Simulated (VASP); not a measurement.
# NaI (P2_1/m) in VASP: notebook

NaI is run at these levels: r2SCAN, PBE; tasks: single point.

Everything below comes from runs of VASP 6.6.1. Logs are shortened: lines on timing, memory, paths and dates and some standing lists are left out, and cuts for length are marked.

**1. The cell of the first run**

The structure is monoclinic, space group P2_1/m (No. 11). Conventional cell: a = 5.281 Å, b = 6.459 Å, c = 5.419 Å, α = 90.00°, β = 117.49°, γ = 90.00°. Na (site symmetry m) has 5 I at 3.13 to 3.23 Å within 4.1 Å. I (site symmetry m) has 5 Na at 3.13 to 3.23 Å within 4.1 Å.

**2. Single point, r2SCAN (shear xy strain +5.8%)**

Input file POSCAR:

```
NaI
1.0
    5.4164943667      0.1570783366      0.0000000000
   -2.5722133534      4.6122825527      0.0000000000
    0.0000000000      0.0000000000      6.4591427365
Na I
2 2
Direct
    0.3279596196      0.6670603527     -0.0625037152
    0.6720403804      0.3329396473      0.4374962848
    0.3230909545      0.6675082146      0.4375037152
    0.6769090455      0.3324917854      0.9375037152
```

Input file INCAR.step1:

```
SYSTEM = NaI
PREC = Accurate
ENCUT = 520
ISMEAR = 0
SIGMA = 0.01
LREAL = .FALSE.
LASPH = .TRUE.
NELM = 100
NBANDS = 22
GGA = PE
ALGO = Normal
EDIFF = 1E-4
LWAVE = .TRUE.
LCHARG = .FALSE.
```

Input file INCAR.step2:

```
SYSTEM = NaI
PREC = Accurate
ENCUT = 520
EDIFF = 1E-6
ISMEAR = 0
SIGMA = 0.01
LREAL = .FALSE.
LASPH = .TRUE.
NELM = 100
ALGO = Normal
ISIF = 2
LWAVE = .FALSE.
LCHARG = .FALSE.
METAGGA = R2SCAN
LMIXTAU = .TRUE.
NBANDS = 22
ISTART = 1
```

Input file KPOINTS:

```
Automatic mesh
0
G
  6 6 4
  0 0 0
```

Potentials or basis: VASP PAW PBE potentials, release 64 (Na_pv, I).

On the command line:

```bash
cat potpaw_PBE.64/Na_pv/POTCAR potpaw_PBE.64/I/POTCAR > POTCAR
cp INCAR.step1 INCAR
mpirun -np 1 vasp_std > vasp.out
cp INCAR.step2 INCAR
mpirun -np 1 vasp_std > vasp.out
```

OUTCAR:

```text
SYSTEM = NaI
   PREC = Accurate
   ENCUT = 520
   EDIFF = 1E-6
   ISMEAR = 0
   LREAL = .FALSE.
   LASPH = .TRUE.
   NELM = 100
   ISIF = 2
   METAGGA = R2SCAN
   ISTART = 1

 ion  position               nearest neighbor table
   1  0.328  0.667  0.937-   4 3.13   4 3.13   4 3.13
   2  0.672  0.333  0.437-   3 3.13   3 3.13   3 3.13
   3  0.323  0.668  0.438-   2 3.13   2 3.13   2 3.13
   4  0.677  0.332  0.938-   1 3.13   1 3.13   1 3.13

  Warning from LATTYP: Monoclinic adjustment (A1->A3, A2->A1, A3->A2)!
  LATTYP: Found a simple monoclinic cell.
 ALAT       =     5.2810445824
 B/A-ratio  =     1.2230805167
 C/A-ratio  =     1.0260794885
 COS(beta)  =    -0.4615436201

  Lattice vectors:

 A1 = (  -2.5722133534,   4.6122825527,   0.0000000000)
 A2 = (   0.0000000000,   0.0000000000,   6.4591427365)
 A3 = (   5.4164943667,   0.1570783366,   0.0000000000)

Analysis of symmetry for initial positions (statically):
=====================================================================
 Subroutine PRICEL returns:
 Original cell was already a primitive cell.

 Routine SETGRP: Setting up the symmetry group for a
 simple monoclinic supercell.

 Subroutine GETGRP returns: Found  2 space group operations
 (whereof  1 operations were pure point group operations)
 out of a pool of  4 trial point group operations.

The static configuration has the point symmetry C_1 .
 The point group associated with its full space group is C_2 .

Analysis of symmetry for dynamics (positions and initial velocities):
=====================================================================
 Subroutine PRICEL returns:
 Original cell was already a primitive cell.

 Routine SETGRP: Setting up the symmetry group for a
 simple monoclinic supercell.

 Subroutine GETGRP returns: Found  2 space group operations
 (whereof  1 operations were pure point group operations)
 out of a pool of  4 trial point group operations.

The dynamic configuration has the point symmetry C_1 .
 The point group associated with its full space group is C_2 .

 Subroutine INISYM returns: Found  2 space group operations
 (whereof  1 operations are pure point group operations),
 and found     1 'primitive' translations

----------------------------------------------------------------------------------------

                                     Primitive cell

  volume of cell :     163.9746

[... 85 lines left out ...]
   ICHARG =      0    charge: 1-file 2-atom 10-const
   ISPIN  =      1    spin polarized calculation?
   LNONCOLLINEAR =      F non collinear calculations
   LSORBIT =      F    spin-orbit coupling
   LASPH  =      T    aspherical Exc in radial PAW
   ENCUT  =  520.0 eV  38.22 Ry    6.18 a.u.  10.08  9.82 12.01*2*pi/ulx,y,z
   NELM   =    100;   NELMIN=  2; NELMDL=  0     # of ELM steps
   EDIFF  = 0.1E-05   stopping-criterion for ELM
   LREAL  =      F    real-space projection
   EDIFFG = 0.1E-04   stopping-criterion for IOM
   NSW    =      0    number of steps for IOM
   IBRION =     -1    ionic relax: 0-MD 1-quasi-New 2-CG
   NFREE  =      0    steps in history (QN), initial steepest desc. (CG)
   ISIF   =      2    stress and relaxation
   ISYM   =      2    0-nonsym 1-usesym 2-fastsym
   POTIM  = 0.5000    time-step for ionic-motion
   TEBEG  =    0.0;   TEEND  =   0.0 temperature during run
   PSTRESS=    0.0 pullay stress
   NELECT =      28.0000    total number of electrons
   NUPDOWN=      -1.0000    fix difference up-down
   EMIN   =  10.00;   EMAX   =-10.00  energy-range for DOS
   EFERMI =   0.00;   METHOD = LEGACY
   ISMEAR =     0;   SIGMA  =   0.01  broadening in eV -4-tet -1-fermi 0-gaus
   EFERMI_NEDOS =   21; number of points for ismear=-14 and -15
   IALGO  =     38    algorithm
   IMIX   =      4    mixing-type and parameters
     AMIX     =   0.40;   BMIX     =  1.00
     AMIX_MAG =   1.60;   BMIX_MAG =  1.00
  volume/ion in A,a.u.               =      40.99       276.64
  Fermi-wavevector in a.u.,A,eV,Ry     =   0.908243  1.716330 11.223512  0.824905
  Thomas-Fermi vector in A             =   2.032146
   LORBIT       =      0    0 simple, 1 ext, 2 COOP (PROOUT), +10 PAW based schemes
   METAGGA = R2SCAN    functional components
   LHFCALC =     F    Hartree Fock is set to
   AEXX    =    0.0000 exact exchange contribution
   IVDW    =     0    specifies the selected vdW correction
   LEPSILON=     F    determine dielectric tensor
   LRPA    =     F    only Hartree local field effects (RPA)
 non-spin polarized calculation
 Gauss-broadening in eV      SIGMA  =   0.01
  energy-cutoff  :      520.00
  volume of cell :      163.97
 maximum number of plane-waves:      4456
   NGX = 21   NGY = 19   NGZ = 25

 number of electron      27.9999999 magnetization

 Free energy of the ion-electron system (eV)
  ---------------------------------------------------
  ext. energy  EPLUGINS =         0.00000000
  ---------------------------------------------------
  free energy    TOTEN  =       -61.96349031 eV

  energy without entropy =      -61.96349031  energy(sigma->0) =      -61.96349031

 E-fermi :  -0.5863     XC(G=0):  -7.1230

 val. band max:       -0.6533450351   @ k =   0.0000   0.0000   0.0000
 cond. band min:       3.5352581496   @ k =   0.0000   0.0000   0.0000
 fundamental gap:      4.1886031847
 Fermi energy:        -0.5863401092

 k-point     1 :       0.0000    0.0000    0.0000
  band No.  band energies     occupation
      1     -23.9388      2.00000
      2     -23.9374      2.00000
      3     -23.9349      2.00000
      4     -23.9344      2.00000
      5     -23.9334      2.00000
      6     -23.9307      2.00000
[... 589 lines left out ...]
     21       8.4922      0.00000
     22       9.2773      0.00000

 [... further k-points ...]
[... 5 lines left out ...]
  --------------------------------------------------------------------------------------
  -------------------------------------------------------------------------------------
  Total       -0.0897178     -0.0372900     -0.0926384     -0.0459703      0.0000000      0.0000000
  in kB       -0.8766226     -0.3643559     -0.9051596     -0.4491709      0.0000000      0.0000000
  external PRESSURE =      -0.7153794 kB  Pullay stress =       0.0000000 kB

 VOLUME and BASIS-vectors are now :
 -----------------------------------------------------------------------------
  energy-cutoff  :      520.00
  volume of cell :      163.97
      direct lattice vectors                 reciprocal lattice vectors
     5.416494367  0.157078337  0.000000000     0.181682910  0.101322328  0.000000000
    -2.572213353  4.612282553  0.000000000    -0.006187489  0.213361702  0.000000000
     0.000000000  0.000000000  6.459142736     0.000000000  0.000000000  0.154819307

 POSITION                                       TOTAL-FORCE (eV/Angst)
 -----------------------------------------------------------------------------------
      0.06057      3.12819      6.05542         0.034849      0.003368      0.000057
      2.78371      1.64117      2.82585        -0.034849     -0.003368      0.000057
      0.03305      3.12949      2.82590        -0.000085      0.000433     -0.000057
      2.81123      1.63987      6.05547         0.000085     -0.000433     -0.000057
 -----------------------------------------------------------------------------------
    total drift:                                0.000000      0.000000      0.000059

  FREE ENERGIE OF THE ION-ELECTRON SYSTEM (eV)
  ---------------------------------------------------
  free  energy   TOTEN  =       -61.9634903096 eV

  energy  without entropy=      -61.9634903096  energy(sigma->0) =      -61.96349031
```

OUTCAR.step1:

```text
SYSTEM = NaI
   PREC = Accurate
   ENCUT = 520
   ISMEAR = 0
   LREAL = .FALSE.
   LASPH = .TRUE.
   NELM = 100
[... 833 lines left out ...]
      2.78371      1.64117      2.82585        -0.003180      0.000605      0.000043
      0.03305      3.12949      2.82590        -0.001698      0.000012     -0.000043
      2.81123      1.63987      6.05547         0.001698     -0.000012     -0.000043
 -----------------------------------------------------------------------------------
    total drift:                                0.000000      0.000000      0.000003

  FREE ENERGIE OF THE ION-ELECTRON SYSTEM (eV)
  ---------------------------------------------------
  free  energy   TOTEN  =       -10.6632215314 eV

  energy  without entropy=      -10.6632215314  energy(sigma->0) =      -10.66322153
```

Wall time 7.2 min (1 thread of Intel Xeon Platinum 8375C at 2.90GHz (Ice Lake), shared host); peak memory 0.4 GiB.

What came out:

```yaml
Free_energy: -61.9635 eV
Pressure: -0.1 GPa
Largest_force: 0.035 eV/Å
Band_gap_on_the_k_mesh: 4.19 eV, direct
```

Forces in eV/Å, atoms in the order of the input:
```
Na   0.035  0.003  0.000
Na  -0.035 -0.003  0.000
I    0.000  0.000  0.000
I    0.000  0.000  0.000
```

Levels at points of the mesh, in eV from the valence-band top:
```csv
k point,band 12,band 13,band 14,band 15,band 16,band 17
"(0.00, 0.00, 0.00)",-0.39,-0.36,0.00,4.19,5.40,7.16
"(0.50, 0.00, 0.00)",-1.00,-0.66,-0.26,5.66,6.28,7.11
"(0.00, 0.50, 0.00)",-0.96,-0.64,-0.31,5.57,6.20,6.97
"(0.50, 0.50, 0.00)",-0.91,-0.61,-0.34,5.48,6.10,6.84
"(0.00, 0.00, 0.50)",-0.72,-0.62,-0.62,5.68,5.68,7.13
"(0.50, 0.00, 0.50)",-0.72,-0.26,-0.26,5.86,5.86,7.75
"(0.00, 0.50, 0.50)",-0.80,-0.30,-0.30,5.85,5.85,7.75
"(0.50, 0.50, 0.50)",-0.86,-0.34,-0.34,5.88,5.88,7.75
```

Caveat: the cell differs from its parent crystal (shear xy strain +5.8%); the PAW data sets were made with another functional, which shifts forces and pressure a little; spin-orbit coupling is left out, which moves the levels of the heavy elements.

**3. Single point, PBE (shear xy strain +5.8%)**

Input file INCAR:

```
SYSTEM = NaI
PREC = Accurate
ENCUT = 520
EDIFF = 1E-7
ISMEAR = -1
SIGMA = 0.02
LREAL = .False.
LASPH = .True.
NELM = 100
ALGO = Normal
ISIF = 2
LWAVE = .False.
LCHARG = .False.
GGA = PE
NBANDS = 22
```

Input file KPOINTS:

```
regular mesh
0
Gamma
  6 6 4
  0 0 0
```

POSCAR is that of step 2.

Potentials or basis: VASP PAW PBE potentials, release 64 (Na_pv, I).

On the command line:

```bash
cat potpaw_PBE.64/Na_pv/POTCAR potpaw_PBE.64/I/POTCAR > POTCAR
mpirun -np 1 vasp_std > vasp.out
```

Wall time 2.2 min (1 thread of Intel Xeon Platinum 8375C at 2.90GHz (Ice Lake), shared host); peak memory 0.36 GiB.

Results (log left out):

```yaml
Free_energy: -10.6632 eV
Pressure: 0.4 GPa
Band_gap_on_the_k_mesh: 3.56 eV, direct
```

Forces in eV/Å, atoms in the order of the input:
```
Na   0.003 -0.001  0.000
Na  -0.003  0.001  0.000
I   -0.002  0.000  0.000
I    0.002  0.000  0.000
```

Levels at points of the mesh, in eV from the valence-band top:
| k point | band 10 | band 11 | band 12 | band 13 | band 14 | band 15 | band 16 | band 17 | band 18 | band 19 |
| --- | --- | --- | --- | --- | --- | --- | --- | --- | --- | --- |
| (0.00, 0.00, 0.00) | -0.99 | -0.83 | -0.37 | -0.34 | 0.00 | 3.56 | 4.71 | 6.61 | 7.08 | 7.59 |
| (0.50, 0.00, 0.00) | -1.16 | -1.08 | -1.01 | -0.66 | -0.25 | 5.14 | 5.53 | 6.67 | 6.70 | 7.13 |
| (0.00, 0.50, 0.00) | -1.17 | -1.16 | -0.97 | -0.63 | -0.30 | 5.05 | 5.46 | 6.54 | 6.83 | 6.94 |
| (0.50, 0.50, 0.00) | -1.25 | -1.16 | -0.92 | -0.60 | -0.33 | 4.95 | 5.36 | 6.41 | 6.77 | 7.00 |
| (0.00, 0.00, 0.50) | -1.09 | -0.70 | -0.70 | -0.59 | -0.59 | 5.10 | 5.10 | 6.58 | 6.58 | 6.81 |
| (0.50, 0.00, 0.50) | -1.83 | -0.70 | -0.70 | -0.25 | -0.25 | 5.35 | 5.35 | 7.08 | 7.08 | 7.96 |
| (0.00, 0.50, 0.50) | -1.79 | -0.78 | -0.78 | -0.28 | -0.28 | 5.35 | 5.35 | 7.06 | 7.06 | 8.02 |
| (0.50, 0.50, 0.50) | -1.75 | -0.84 | -0.84 | -0.33 | -0.33 | 5.38 | 5.38 | 7.05 | 7.05 | 8.09 |

Caveat: the cell differs from its parent crystal (shear xy strain +5.8%); spin-orbit coupling is left out, which moves the levels of the heavy elements.
